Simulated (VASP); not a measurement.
A run of VASP 6.6.1 is set up as follows.

The input INCAR:

```
SYSTEM = La2GaP3
  PREC = Accurate
  ENCUT = 520
  EDIFF = 1E-6
  ISMEAR = -1
  SIGMA = 0.03
  LREAL = .False.
  LASPH = .True.
  NELM = 100
  ALGO = Normal
  ISIF = 2
  LWAVE = .False.
  LCHARG = .False.
  GGA = PS
  NBANDS = 34
```

KPOINTS

```
Automatic mesh
0
Gamma
  4 4 6
  0 0 0
```

Contents of POSCAR:

```
La2GaP3
1.0
    6.0187373844     -3.0234050211     -0.6706220923
    6.0187373844      3.0234050211     -0.6706220923
   -0.5325396751      0.0000000000      4.0266233771
La Ga P
2 1 3
Direct
    0.6710854147      0.6710854147      0.6439546698
    0.3289145853      0.3289145853      0.3560453302
    0.0000000000      0.0000000000      0.0000000000
    0.8530254567      0.8530254567      0.2993400290
    0.5000000000      0.5000000000      0.0000000000
    0.1469745433      0.1469745433      0.7006599710
```

Potentials or basis: VASP PAW PBE potentials, release 64 (La, Ga_d, P).

Run with:

```bash
$ cat potpaw_PBE.64/La/POTCAR potpaw_PBE.64/Ga_d/POTCAR potpaw_PBE.64/P/POTCAR > POTCAR
$ mpirun -np 1 vasp_std > vasp.out
```

Predict the band gap on the k mesh.

zero (band 25 reaches 6.56 eV, above the bottom of band 26 at 6.50 eV).

Estimate the pressure.

0.0 GPa.

Predict the largest force.

0.008 eV/Å.

Forces on the atoms (eV/Å):
```
La  -0.003  0.000  0.002
La   0.003  0.000 -0.002
Ga   0.000  0.000  0.000
P    0.006  0.000 -0.005
P    0.000  0.000  0.000
P   -0.006  0.000  0.005
```

Caveat: the PAW data sets were made with another functional, which shifts forces and pressure a little; spin-orbit coupling is left out, which moves the levels of the heavy elements.
